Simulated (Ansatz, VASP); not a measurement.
**ZnS in VASP and in Ansatz**

```
Zn S
1.0
     2.70465   -2.70465    0.00000
     2.70465    0.00000   -2.70465
     5.67976    5.13884    5.40930
Zn S
3 3
Direct
  0.65416 0.66667 0.12503
  0.92083 0.00000 0.79170
  0.28750 0.33333 0.45837
  0.57916 0.66667 0.87503
  0.94583 0.00000 0.54170
  0.31250 0.33333 0.20837
```

Alike in both runs: task single point; functional PBE; k mesh 8 × 8 × 3; occupations gaussian, width 0.05 eV; no spin polarisation.

|  | VASP | Ansatz |
| --- | --- | --- |
| version | VASP 6.6.1 | Ansatz 0.2.0 |
| potentials or method | VASP PAW PBE potentials, release 64 (Zn, S), cutoff 520 eV | scalar-relativistic, plane waves, PAW |
| valence electrons in the cell | 54 | 54 |

Ansatz gave:

| Quantity | Value |
| --- | --- |
| gap on the k mesh at the Fermi level (eV) | 1.98 |
| least direct gap on the mesh (eV) | 1.98 |
| pressure (GPa) | 1.2 |
| traceless stress, the component that is largest in VASP (GPa) | -0.77 |
| rms of the force components (eV/Å) | 0.081 |

Task: Which values does VASP return?

Result: gap on the k mesh at the Fermi level (eV): 1.99; least direct gap on the mesh (eV): 1.99; pressure (GPa): 1.4; traceless stress, the component that is largest in VASP (GPa): -0.76; rms of the force components (eV/Å): 0.081.

Atom by atom the forces differ by 0.001 eV/Å (rms over components).
